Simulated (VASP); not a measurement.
Input of a VASP 6.6.1 run:

INCAR

```
SYSTEM = BeS
PREC = Accurate
ENCUT = 520
EDIFF = 1E-8
ISMEAR = -1
SIGMA = 0.02
LREAL = .FALSE.
LASPH = .TRUE.
NELM = 100
ALGO = Normal
ISIF = 2
LWAVE = .FALSE.
LCHARG = .FALSE.
GGA = PE
LEFG = .TRUE.
NBANDS = 11
```

File KPOINTS:

```
Automatic mesh
0
G
  9 9 9
  0 0 0
```

The input POSCAR:

```
BeS
1.0
    0.0000000000      2.4250000000      2.4250000000
    2.4250000000      0.0000000000      2.4250000000
    2.4250000000      2.4250000000      0.0000000000
Be S
1 1
Direct
    0.0000000000      0.0000000000      0.0000000000
    0.7500000000      0.7500000000      0.7500000000
```

Potentials or basis: VASP PAW PBE potentials, release 64 (Be, S).

Launch:

```sh
$ cat potpaw_PBE.64/Be/POTCAR potpaw_PBE.64/S/POTCAR > POTCAR
$ mpirun -np 1 vasp_std > vasp.out
```

Problem. What does it give for the pressure?

Solution. 1.6 GPa.

Problem. What does it give for the band gap on the k mesh?

Solution. 3.20 eV, indirect (least direct gap 5.67 eV).

Caveat: without QUAD_EFG the Cq values of the log hold for a quadrupole moment of 1 mb, not for the nuclei. A k mesh can miss the band edges.
